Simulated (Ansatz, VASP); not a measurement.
Al4BSbP2: VASP beside Ansatz

```
Al B Sb P
1.0
     7.44868    0.00000    0.00000
     0.00000    6.85215    0.00000
     0.00000    0.00000    6.55203
Al B Sb P
8 2 2 4
Direct
  0.79904 0.65679 0.86202
  0.00000 0.13228 0.92748
  0.00000 0.80070 0.32436
  0.20096 0.65679 0.86202
  0.70096 0.34321 0.36202
  0.50000 0.86772 0.42748
  0.50000 0.19930 0.82436
  0.29904 0.34321 0.36202
  0.00000 0.83248 0.00346
  0.50000 0.16752 0.50346
  0.00000 0.15405 0.51128
  0.50000 0.84595 0.01128
  0.75055 0.66216 0.49969
  0.24945 0.66216 0.49969
  0.74945 0.33784 0.99969
  0.25055 0.33784 0.99969
```

Alike in both runs: functional PBE; k mesh 2 × 3 × 3; occupations gaussian, width 0.2 eV; no spin polarisation.

Ansatz relaxed the structure, and its values are those at the end. VASP's run is a single point on that final structure, the one shown.

|  | VASP | Ansatz |
| --- | --- | --- |
| version | VASP 6.6.1 | Ansatz 0.2.0 |
| potentials or method | VASP PAW PBE potentials, release 64 (Al, B, Sb, P), cutoff 520 eV | scalar-relativistic, plane waves, PAW |
| valence electrons in the cell | 60 | 80 |

|  | VASP | Ansatz | Ansatz less VASP |
| --- | --- | --- | --- |
| gap on the k mesh at the Fermi level (eV) | none | none | - |
| pressure (GPa) | 0.1 | 0.1 | +0.01 |
| rms of the force components (eV/Å) | 0.013 | 0.007 | -0.0055 |

A gap of «none» marks a metal or a gap that the smearing closes. VASP's potentials hold 60 valence electrons a cell and Ansatz's 80, so a difference there can come from the potentials and not from the codes.

The k mesh is coarse, so the values compare programs but aren't converged. Neither program's run includes spin-orbit coupling.
